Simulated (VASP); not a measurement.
Input of a VASP 6.6.1 run:

The input INCAR:

```
PREC     = Accurate       # precision mode
ENCUT    = 520            # plane-wave cutoff, eV
EDIFF    = 1E-6           # SCF threshold, eV
ISMEAR   = 0              # smearing method
SIGMA    = 0.02           # smearing width, eV
LREAL    = F              # projectors in reciprocal space
LASPH    = T              # aspherical terms in the spheres
NELM     = 100            # most SCF steps
ALGO     = Normal         # electronic algorithm
ISIF     = 2              # what is computed and relaxed
LWAVE    = F              # write WAVECAR
LCHARG   = T              # write CHGCAR
GGA      = PS             # functional
LELF     = T              # ELF
LVHAR    = T            
NBANDS   = 20             # bands
```

The input KPOINTS:

```
Automatic mesh
0
Gamma
  9 9 2
```

File POSCAR:

```
Te2Mo
1.0
    3.7061311547      0.0000000000      0.0000000000
   -1.8530655774      3.2096037297      0.0000000000
    0.0000000000      0.0000000000     18.5050545768
Te Mo
2 1
Direct
    0.3333333300      0.6666666700      0.9048443842
    0.3333333300      0.6666666700      0.0951556158
    0.0000000000      0.0000000000      0.0000000000
```

Potentials or basis: VASP PAW PBE potentials, release 64 (Te, Mo_sv).

Launch:

```bash
$ cat potpaw_PBE.64/Te/POTCAR potpaw_PBE.64/Mo_sv/POTCAR > POTCAR
$ mpirun -np 1 vasp_std > vasp.out
```

Q: Predict the band gap on the k mesh.

A: 0.79 eV.

Q: Estimate the largest force.

A: 0.414 eV/Å.

Forces on the atoms (eV/Å):
```
Te   0.000  0.000  0.414
Te   0.000  0.000 -0.414
Mo   0.000  0.000  0.000
```

Caveat: the cell differs from its parent crystal (strained and its atoms moved); there is no dipole correction, which matters where the two faces differ; the PAW data sets were made with another functional, which shifts forces and pressure a little; spin-orbit coupling is left out, which moves the levels of the heavy elements.
